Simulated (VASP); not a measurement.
**Ge: single point with PBEsol**

Ge:

```
Ge
1.0
    -2.57449    2.57449    1.39741
     2.57449   -2.57449    1.39741
     2.57449    2.57449   -1.39741
Ge
2
Direct
  0.25000 0.75000 0.50000
  0.50000 0.50000 0.00000
```

```json
{
 "Program": "VASP 6.6.1",
 "Task": "single point",
 "Functional": "PBEsol",
 "Potentials or basis": "VASP PAW PBE potentials, release 64 (Ge_d)",
 "Cutoff": "520 eV",
 "k mesh": "22 × 22 × 22",
 "Occupations": "gaussian, width 0.15 eV",
 "Spin": "no spin polarisation",
 "Dipole correction": "no",
 "Further INCAR settings": "ALGO = Normal; EDIFF = 1e-06; NBANDS = 21"
}
```

```
Pressure               : -0.8 GPa
Band gap on the k mesh : zero (bands 14 and 15 overlap by 5.34 eV)
```

Stress tensor (GPa, compression positive):
```
-1.07  0.00  0.00
 0.00 -1.07  0.00
 0.00  0.00 -0.30
```

Levels at points of the mesh, in eV from the Fermi level:
```
           k point  band 12  band 13  band 14  band 15  band 16  band 17
(0.00, 0.00, 0.00)    -4.06    -2.33    -2.33     3.26     7.60     7.60
(0.50, 0.00, 0.00)    -6.38    -2.63    -2.00    -1.34     2.47     3.57
(0.50, 0.50, 0.00)   -10.56     0.62     0.62     1.91     1.91     7.54
(0.50, 0.50, 0.50)    -8.87    -5.92    -5.92     6.17     6.17    11.02
```

Wall time 7.8 min on 1 thread of Intel(R) Xeon(R) Platinum 8124M CPU @ 3.00GHz (Skylake/Cascade Lake), on a shared host, peak memory 0.58 GiB.

Caveat: the PAW data sets were made with another functional, which shifts forces and pressure a little.
